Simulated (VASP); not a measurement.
Input of a VASP 6.6.1 run:

The input INCAR:

```
PREC = Accurate
ENCUT = 520
EDIFF = 1E-6
ISMEAR = 0
SIGMA = 0.1
LREAL = False
LASPH = True
NELM = 100
ALGO = Fast
ISIF = 2
LWAVE = False
LCHARG = False
LDIPOL = True
IDIPOL = 3
DIPOL = 0.5 0.5 0.324
IBRION = 2
NSW = 36
EDIFFG = -0.025
```

Contents of KPOINTS:

```
Automatic mesh
0
Gamma
  5 5 1
```

File POSCAR:

```
Al12C
1.0
    5.6336864727      0.0000000000      0.0000000000
    0.0000000000      5.6336864727      0.0000000000
    0.0000000000      0.0000000000     19.6042970528
Al C
12 1
Selective dynamics
Direct
    0.2500000000      0.2500000000      0.2040369001  F F F
    0.2500000000      0.7500000000      0.2040369001  F F F
    0.7500000000      0.2500000000      0.2040369001  F F F
    0.7500000000      0.7500000000      0.2040369001  F F F
    0.0000000000      0.0000000000      0.3086956402  F F F
    0.0000000000      0.5000000000      0.3086956402  F F F
    0.5000000000      0.0000000000      0.3086956402  F F F
    0.5000000000      0.5000000000      0.3086956402  F F F
    0.2500000000      0.2500000000      0.4133939121  F F F
    0.2500000000      0.7500000000      0.4133939121  F F F
    0.7500000000      0.2500000000      0.4133939121  F F F
    0.7500000000      0.7500000000      0.4133939121  F F F
    0.3333333333      0.3333333333      0.5027190183  F F T
```

Potentials or basis: VASP PAW LDA potentials, release 64 (Al, C).

Run with:

```bash
$ cat potpaw_LDA.64/Al/POTCAR potpaw_LDA.64/C/POTCAR > POTCAR
$ mpirun -np 1 vasp_std > vasp.out
```

(1) Predict the band gap on the k mesh.

(2) Estimate the energy gained by relaxing.

## Answers

(1) zero (bands 20 and 21 overlap by 0.80 eV).

(2) 0.1 meV/atom.
